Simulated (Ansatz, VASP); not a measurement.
Cs2AgBiBr6: VASP beside Ansatz

```
Cs Ag Bi Br
1.0
     0.00000    5.73737    5.73737
     5.73737    0.00000    5.73737
     5.73737    5.73737    0.00000
Cs Ag Bi Br
2 1 1 6
Direct
  0.25000 0.25000 0.25000
  0.75000 0.75000 0.75000
  0.00000 0.00000 0.00000
  0.50000 0.50000 0.50000
  0.24861 0.75139 0.75139
  0.24861 0.75139 0.24861
  0.75139 0.24861 0.75139
  0.75139 0.24861 0.24861
  0.75139 0.75139 0.24861
  0.24861 0.24861 0.75139
```

Alike in both runs: task single point; functional PBE; k mesh 4 × 4 × 4; no spin polarisation.

```csv
,VASP,Ansatz
version,VASP 6.6.1,Ansatz 0.2.0
potentials or method,"VASP PAW PBE potentials, release 64 (Cs_sv, Ag, Bi_d, Br)","plane waves, PAW"
plane-wave cutoff (eV),520,420
occupations,"gaussian, width 0.01 eV",fixed
valence electrons in the cell,86,94
```

|  | VASP | Ansatz | Ansatz less VASP |
| --- | --- | --- | --- |
| gap on the k mesh at the Fermi level (eV) | 1.33 | 1.32 | -0.004 |
| pressure (GPa) | 0.0 | 0.0 | +0.01 |

VASP's potentials hold 86 valence electrons a cell and Ansatz's 94, so a difference there can come from the potentials and not from the codes.

Spin-orbit coupling is off throughout.
